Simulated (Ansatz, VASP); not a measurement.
C: VASP beside Ansatz

```
C
1.0
     0.00000    1.78337    1.78337
     1.78337    0.00000    1.78337
     1.78337    1.78337    0.00000
C
2
Direct
  0.00000 0.00000 0.00000
  0.25000 0.25000 0.25000
```

Alike in both runs: task relaxation of cell and atoms; functional revPBE; dispersion D3(BJ); k mesh 8 × 8 × 8; no spin polarisation.

|  | VASP | Ansatz |
| --- | --- | --- |
| version | VASP 6.6.1 | Ansatz 0.2.0 |
| potentials or method | VASP PAW PBE potentials, release 64 (C) | plane waves, PAW |
| plane-wave cutoff (eV) | 600 | 420 |
| occupations | gaussian, width 0.01 eV | fixed |
| valence electrons in the cell | 8 | 8 |

|  | VASP | Ansatz | Ansatz less VASP |
| --- | --- | --- | --- |
| relaxed volume (Å³/atom) | 5.61 | 5.61 | +0.002 |
| relaxed cell length with the largest relative difference (Å) | 2.513 | 2.513 | +0.0003 |

VASP's potentials were made for PBE, not for revPBE.
